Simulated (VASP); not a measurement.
# TiSi (Cmmm) in VASP: further runs, part 2 of 2

VASP 6.6.1. The steps go on from the part before.

### 4 Single point, PBEsol (atoms displaced along a vibrational mode)

INCAR

```
SYSTEM = TiSi
  PREC = Accurate
  ENCUT = 520
  EDIFF = 1E-6
  ISMEAR = 0
  SIGMA = 0.15
  LREAL = .False.
  LASPH = .True.
  NELM = 60
  ALGO = Normal
  ISIF = 2
  LWAVE = .False.
  LCHARG = .True.
  GGA = PS
  LELF = .True.
  LVHAR = .True.
  NBANDS = 42
```

KPOINTS

```
regular mesh
0
Gamma
  12 6 10
  0 0 0
```

POSCAR

```
TiSi
1.0
    3.6007916910      0.0000000000      0.0000000000
    0.0000000000      7.5785650265      0.0000000000
    0.0000000000      0.0000000000      4.1428981957
Ti Si
4 4
Direct
    0.0000000000      0.5158341321      0.0507500000
    0.5000000000      0.5158341321      0.5507500000
    0.5000000000     -0.0158341321      0.5507500000
    0.0000000000     -0.0158341321      0.0507500000
    0.0000000000      0.7500000000      0.5507500000
    0.0000000000      0.2500000000      0.5507500000
    0.5000000000      0.2500000000      0.0507500000
    0.5000000000      0.7500000000      0.0507500000
```

Potentials or basis: VASP PAW PBE potentials, release 64 (Ti_sv, Si).

Started as:

```sh
$ cat potpaw_PBE.64/Ti_sv/POTCAR potpaw_PBE.64/Si/POTCAR > POTCAR
$ mpirun -np 1 vasp_std > vasp.out
```

OUTCAR:

```text
SYSTEM = TiSi
   PREC = Accurate
   ENCUT = 520
   EDIFF = 1E-6
   ISMEAR = 0
   LREAL = .False.
   LASPH = .True.
   NELM = 60
   ISIF = 2
   GGA = PS

 ion  position               nearest neighbor table
   1  0.000  0.516  0.051-   8 2.53   8 2.53   7 2.70   7 2.70   5 2.73   5 2.73   2 2.74   2 2.74
                             2 2.74   2 2.74   6 2.89   6 2.89
   2  0.500  0.516  0.551-   5 2.53   5 2.53   6 2.70   6 2.70   8 2.73   8 2.73   1 2.74   1 2.74
                             1 2.74   1 2.74   7 2.89   7 2.89
   3  0.500  0.984  0.551-   5 2.53   5 2.53   6 2.70   6 2.70   8 2.73   8 2.73   4 2.74   4 2.74
                             4 2.74   4 2.74   7 2.89   7 2.89
   4  0.000  0.984  0.051-   8 2.53   8 2.53   7 2.70   7 2.70   5 2.73   5 2.73   3 2.74   3 2.74
                             3 2.74   3 2.74   6 2.89   6 2.89
   5  0.000  0.750  0.551-   2 2.53   3 2.53   2 2.53   3 2.53   1 2.73   4 2.73   1 2.73   4 2.73
                             8 2.74   8 2.74   8 2.74   8 2.74
   6  0.000  0.250  0.551-   2 2.70   3 2.70   2 2.70   3 2.70   7 2.74   7 2.74   7 2.74   7 2.74
                             1 2.89   1 2.89   4 2.89   4 2.89
   7  0.500  0.250  0.051-   1 2.70   4 2.70   1 2.70   4 2.70   6 2.74   6 2.74   6 2.74   6 2.74
                             3 2.89   2 2.89   3 2.89   2 2.89
   8  0.500  0.750  0.051-   1 2.53   4 2.53   1 2.53   4 2.53   2 2.73   3 2.73   3 2.73   2 2.73
                             5 2.74   5 2.74   5 2.74   5 2.74

  LATTYP: Found a simple orthorhombic cell.
 ALAT       =     3.6007916910
 B/A-ratio  =     1.1505520317
 C/A-ratio  =     2.1046940998

  Lattice vectors:

 A1 = (  -3.6007916910,   0.0000000000,   0.0000000000)
 A2 = (   0.0000000000,   0.0000000000,   4.1428981957)
 A3 = (   0.0000000000,   7.5785650265,   0.0000000000)

Analysis of symmetry for initial positions (statically):
=====================================================================
 Subroutine PRICEL returns following result:

  LATTYP: Found a base centered orthorhombic cell.
 ALAT       =     3.6007916910
 B/A-ratio  =     1.1505520317
 C/A-ratio  =     2.1046940998

  Lattice vectors:

 A1 = (   1.8003958455,   0.0000000000,   2.0714490979)
 A2 = (   1.8003958455,   0.0000000000,  -2.0714490978)
 A3 = (   0.0000000000,   7.5785650265,   0.0000000000)

   2 primitive cells build up your supercell.

 Routine SETGRP: Setting up the symmetry group for a
 simple orthorhombic supercell.

 Subroutine GETGRP returns: Found  8 space group operations
 (whereof  2 operations were pure point group operations)
 out of a pool of  8 trial point group operations.

The static configuration has the point symmetry C_1h.
 The point group associated with its full space group is D_2h.

Analysis of symmetry for dynamics (positions and initial velocities):
=====================================================================
 Subroutine PRICEL returns following result:

  LATTYP: Found a base centered orthorhombic cell.
 ALAT       =     3.6007916910
 B/A-ratio  =     1.1505520317
 C/A-ratio  =     2.1046940998

  Lattice vectors:

 A1 = (   1.8003958455,   0.0000000000,   2.0714490979)
 A2 = (   1.8003958455,   0.0000000000,  -2.0714490978)
 A3 = (   0.0000000000,   7.5785650265,   0.0000000000)

   2 primitive cells build up your supercell.

 Routine SETGRP: Setting up the symmetry group for a
[... 90 lines left out ...]
  0.083333  0.500000  0.000000      2.000000
  0.166667  0.500000  0.000000      2.000000
 [... further k-points ...]
   k-points           NKPTS =    168   k-points in BZ     NKDIM =    168   number of bands    NBANDS=     42
   number of dos      NEDOS =    301   number of ions     NIONS =      8
   total plane-waves  NPLWV =  50176
   dimension x,y,z NGX =    28 NGY =   56 NGZ =   32
   dimension x,y,z NGXF=    56 NGYF=  112 NGZF=   64
   ions per type =               4   4
   NGX,Y,Z   is equivalent  to a cutoff of  12.93, 12.28, 12.84 a.u.
   NGXF,Y,Z  is equivalent  to a cutoff of  25.85, 24.57, 25.68 a.u.
 SYSTEM =  TiSi
   PREC   = accura    normal or accurate (medium, high low for compatibility)
   ISTART =      0    job   : 0-new  1-cont  2-samecut
   ICHARG =      2    charge: 1-file 2-atom 10-const
   ISPIN  =      1    spin polarized calculation?
   LNONCOLLINEAR =      F non collinear calculations
   LSORBIT =      F    spin-orbit coupling
   LASPH  =      T    aspherical Exc in radial PAW
   ENCUT  =  520.0 eV  38.22 Ry    6.18 a.u.   6.70 14.09  7.70*2*pi/ulx,y,z
   NELM   =     60;   NELMIN=  2; NELMDL= -5     # of ELM steps
   EDIFF  = 0.1E-05   stopping-criterion for ELM
   LREAL  =      F    real-space projection
   EDIFFG = 0.1E-04   stopping-criterion for IOM
   NSW    =      0    number of steps for IOM
   IBRION =     -1    ionic relax: 0-MD 1-quasi-New 2-CG
   NFREE  =      0    steps in history (QN), initial steepest desc. (CG)
   ISIF   =      2    stress and relaxation
   ISYM   =      2    0-nonsym 1-usesym 2-fastsym
   POTIM  = 0.5000    time-step for ionic-motion
   TEBEG  =    0.0;   TEEND  =   0.0 temperature during run
   PSTRESS=    0.0 pullay stress
   NELECT =      64.0000    total number of electrons
   NUPDOWN=      -1.0000    fix difference up-down
   EMIN   =  10.00;   EMAX   =-10.00  energy-range for DOS
   EFERMI =   0.00;   METHOD = LEGACY
   ISMEAR =     0;   SIGMA  =   0.15  broadening in eV -4-tet -1-fermi 0-gaus
   EFERMI_NEDOS =   21; number of points for ismear=-14 and -15
   IALGO  =     38    algorithm
   IMIX   =      4    mixing-type and parameters
     AMIX     =   0.40;   BMIX     =  1.00
     AMIX_MAG =   1.60;   BMIX_MAG =  1.00
  volume/ion in A,a.u.               =      14.13        95.37
  Fermi-wavevector in a.u.,A,eV,Ry     =   1.354269  2.559198 24.953707  1.834046
  Thomas-Fermi vector in A             =   2.481455
   LORBIT       =      0    0 simple, 1 ext, 2 COOP (PROOUT), +10 PAW based schemes
   GGA     = PS    functional components
   LHFCALC =     F    Hartree Fock is set to
   AEXX    =    0.0000 exact exchange contribution
   IVDW    =     0    specifies the selected vdW correction
   LEPSILON=     F    determine dielectric tensor
   LRPA    =     F    only Hartree local field effects (RPA)
 non-spin polarized calculation
 Gauss-broadening in eV      SIGMA  =   0.15
  energy-cutoff  :      520.00
  volume of cell :      113.05
 maximum number of plane-waves:      3084
 NGX is ok and might be reduce to    28
   NGX = 13   NGY = 29   NGZ = 15

 number of electron      64.0000011 magnetization

 Free energy of the ion-electron system (eV)
  ---------------------------------------------------
  ext. energy  EPLUGINS =         0.00000000
  ---------------------------------------------------
  free energy    TOTEN  =       -61.07537677 eV

  energy without entropy =      -61.02252163  energy(sigma->0) =      -61.04894920

 E-fermi :  10.4989     XC(G=0): -11.9877

 val. band max:       10.4970715469   @ k =   0.4167   0.3333   0.2000
 cond. band min:      10.4998598874   @ k =   0.3333   0.1667   0.1000
 fundamental gap:      0.0027883404
 Fermi energy:        10.4988985889

 k-point     1 :       0.0000    0.0000    0.0000
  band No.  band energies     occupation
      1     -45.9327      2.00000
      2     -45.9298      2.00000
      3     -45.7675      2.00000
      4     -45.7653      2.00000
      5     -22.5180      2.00000
      6     -22.5126      2.00000
[... 1069 lines left out ...]
     41      12.4057      0.00000
     42      12.6520      0.00000

 [... further k-points ...]

------------------------ aborting loop because EDIFF is reached ----------------------------------------

  FORCE on cell =-STRESS in cart. coord.  units (eV):
  Direction    XX          YY          ZZ          XY          YZ          ZX
  --------------------------------------------------------------------------------------
  -------------------------------------------------------------------------------------
  Total        1.2675344      0.5022110      0.9001277      0.0000000      0.0000000      0.0000000
  in kB       17.9630919      7.1171734     12.7563219      0.0000000      0.0000000      0.0000000
  external PRESSURE =      12.6121957 kB  Pullay stress =       0.0000000 kB

 VOLUME and BASIS-vectors are now :
 -----------------------------------------------------------------------------
  energy-cutoff  :      520.00
  volume of cell :      113.05
      direct lattice vectors                 reciprocal lattice vectors
     3.600791691  0.000000000  0.000000000     0.277716704  0.000000000  0.000000000
     0.000000000  7.578565026  0.000000000     0.000000000  0.131951101  0.000000000
     0.000000000  0.000000000  4.142898196     0.000000000  0.000000000  0.241376918

 POSITION                                       TOTAL-FORCE (eV/Angst)
 -----------------------------------------------------------------------------------
      0.00000      3.90928      0.21025        -0.000000     -1.093903     -0.000000
      1.80040      3.90928      2.28170         0.000000     -1.093903     -0.000000
      1.80040      7.45857      2.28170        -0.000000      1.093903      0.000000
      0.00000      7.45857      0.21025         0.000000      1.093903     -0.000000
      0.00000      5.68392      2.28170         0.000000      0.000000      0.000000
      0.00000      1.89464      2.28170         0.000000      0.000000      0.000000
      1.80040      1.89464      0.21025         0.000000      0.000000      0.000000
      1.80040      5.68392      0.21025         0.000000     -0.000000      0.000000
 -----------------------------------------------------------------------------------
    total drift:                                0.000000      0.000000      0.000136

  FREE ENERGIE OF THE ION-ELECTRON SYSTEM (eV)
  ---------------------------------------------------
  free  energy   TOTEN  =       -61.0753767664 eV

  energy  without entropy=      -61.0225216257  energy(sigma->0) =      -61.04894920
```

Run time: 6.4 min. Hardware: 1 thread of Intel Xeon 6975P-C (Granite Rapids), shared host; peak memory 0.64 GiB.

What came out:

| Quantity | Value |
| --- | --- |
| Free energy | -61.0754 eV |
| Pressure | 1.3 GPa |
| Largest force | 1.094 eV/Å |
| Band gap on the k mesh | zero (bands 32 and 33 overlap by 1.15 eV) |

Forces on the atoms (eV/Å):
```
Ti   0.000 -1.094  0.000
Ti   0.000 -1.094  0.000
Ti   0.000  1.094  0.000
Ti   0.000  1.094  0.000
Si   0.000  0.000  0.000
Si   0.000  0.000  0.000
Si   0.000  0.000  0.000
Si   0.000  0.000  0.000
```

Stress tensor (GPa, compression positive):
```
1.80 0.00 0.00
0.00 0.71 0.00
0.00 0.00 1.28
```

Caveat: the cell differs from its parent crystal (atoms displaced along a vibrational mode); the PAW data sets were made with another functional, which shifts forces and pressure a little.

### 5 Single point, PBEsol (atoms displaced along a vibrational mode)

INCAR

```
SYSTEM = TiSi
PREC = Accurate ; ENCUT = 520
EDIFF = 1E-7 ; ISMEAR = 0
SIGMA = 0.15 ; LREAL = .FALSE.
LASPH = .TRUE. ; NELM = 100
ALGO = Normal ; ISIF = 2
LWAVE = .FALSE. ; LCHARG = .FALSE.
GGA = PS ; NBANDS = 42
```

KPOINTS

```
Automatic mesh
0
G
  12 6 10
  0 0 0
```

POSCAR

```
TiSi
1.0
    3.6007916910      0.0000000000      0.0000000000
    0.0000000000      7.5785650265      0.0000000000
    0.0000000000      0.0000000000      4.1428981957
Ti Si
4 4
Direct
    0.0000000000      0.4940622005      0.0507500000
    0.5000000000      0.4940622005      0.5507500000
    0.5000000000      0.0059377995      0.5507500000
    0.0000000000      0.0059377995      0.0507500000
    0.0000000000      0.7500000000      0.5507500000
    0.0000000000      0.2500000000      0.5507500000
    0.5000000000      0.2500000000      0.0507500000
    0.5000000000      0.7500000000      0.0507500000
```

Started as:

```sh
$ cat potpaw_PBE.64/Ti_sv/POTCAR potpaw_PBE.64/Si/POTCAR > POTCAR
$ mpirun -np 1 vasp_std > vasp.out
```

Run time: 6.5 min. Hardware: 1 thread of Intel Xeon 6975P-C (Granite Rapids), shared host; peak memory 0.64 GiB.

It converged, with:

* Free energy: -61.2986 eV
* Pressure: 0.3 GPa
* Largest force: 0.407 eV/Å
* Band gap on the k mesh: zero (bands 32 and 33 overlap by 1.17 eV)

Forces on the atoms (eV/Å):
```
Ti   0.000  0.407  0.000
Ti   0.000  0.407  0.000
Ti   0.000 -0.407  0.000
Ti   0.000 -0.407  0.000
Si   0.000  0.000  0.000
Si   0.000  0.000  0.000
Si   0.000  0.000  0.000
Si   0.000  0.000  0.000
```

Stress tensor (GPa, compression positive):
```
0.33 0.00 0.00
0.00 0.15 0.00
0.00 0.00 0.31
```

Levels at points of the mesh, in eV from the Fermi level:
```tsv
k point	band 29	band 30	band 31	band 32	band 33	band 34	band 35	band 36
(0.00, 0.00, 0.00)	-1.36	-1.24	-0.97	-0.93	-0.41	0.52	0.73	1.72
(0.50, 0.00, 0.00)	-2.17	-2.17	-0.29	-0.29	0.04	0.04	0.59	0.59
(0.00, 0.50, 0.00)	-1.12	-1.06	-0.46	0.02	0.49	0.51	0.54	0.59
(0.50, 0.50, 0.00)	-1.70	-1.70	-1.47	-1.47	0.21	0.21	0.24	0.24
(0.00, 0.00, 0.50)	-0.80	-0.80	0.58	0.58	0.66	0.66	0.81	0.81
(0.50, 0.00, 0.50)	-1.78	-1.78	-0.86	-0.86	1.36	1.36	1.68	1.68
(0.00, 0.50, 0.50)	-0.80	-0.80	-0.52	-0.52	0.72	0.72	0.74	0.74
(0.50, 0.50, 0.50)	-1.10	-1.10	-1.03	-1.03	1.73	1.73	1.76	1.76
```

Caveat: the cell differs from its parent crystal (atoms displaced along a vibrational mode); the PAW data sets were made with another functional, which shifts forces and pressure a little.

### 6 Summary

```csv
cell,gap on the mesh (eV),pressure (GPa),largest force (eV/Å)
"as given, atomic positions A",none,1.0,0.95
"as given, atomic positions B",none,0.4,0.54
"as given, atomic positions C",none,1.3,1.09
"as given, atomic positions D",none,0.3,0.41
```

Alike in all rows: task single point; level PBEsol; potentials or basis VASP PAW PBE potentials, release 64 (Ti_sv, Si); no spin polarisation; k mesh 12 × 6 × 10; cutoff (eV) 520; smearing gaussian 0.15 eV.

Caveats: the PAW data sets were made with another functional, which shifts forces and pressure a little.

Total energies depend on the potentials used, so only differences within one code and one set of settings carry meaning.
